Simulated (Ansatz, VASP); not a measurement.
## One calculation of GaN, two programs

```
CELL_PARAMETERS angstrom
5.53494 0.00000 0.00000
0.00000 5.53494 0.00000
0.00000 0.00000 3.21414
ATOMIC_POSITIONS crystal
Ga 0.67940 0.67940 0.00000
Ga 0.17940 0.82060 0.50000
Ga 0.82060 0.17940 0.50000
Ga 0.32060 0.32060 0.00000
N 0.81780 0.81780 0.50000
N 0.18220 0.18220 0.50000
N 0.68220 0.31780 0.00000
N 0.31780 0.68220 0.00000
```

Alike in both runs: functional PBE; k mesh 6 × 6 × 8; occupations gaussian, width 0.02 eV; no spin polarisation.

Ansatz relaxed the structure, and its values are those at the end. VASP's run is a single point on that final structure, the one shown.

```csv
,VASP,Ansatz
version,VASP 6.6.1,Ansatz 0.2.0
potentials or method,"VASP PAW PBE potentials, release 64 (Ga_d, N), cutoff 520 eV","scalar-relativistic, plane waves, PAW"
valence electrons in the cell,72,72
```

VASP gave:

| Quantity | Value |
| --- | --- |
| gap on the k mesh at the Fermi level (eV) | 1.74 |
| least direct gap on the mesh (eV) | 1.74 |
| pressure (GPa) | 0.1 |
| rms of the force components (eV/Å) | 0.011 |

Which values does Ansatz return?

gap on the k mesh at the Fermi level (eV): 1.74; least direct gap on the mesh (eV): 1.74; pressure (GPa): 0.0; rms of the force components (eV/Å): 0.001.
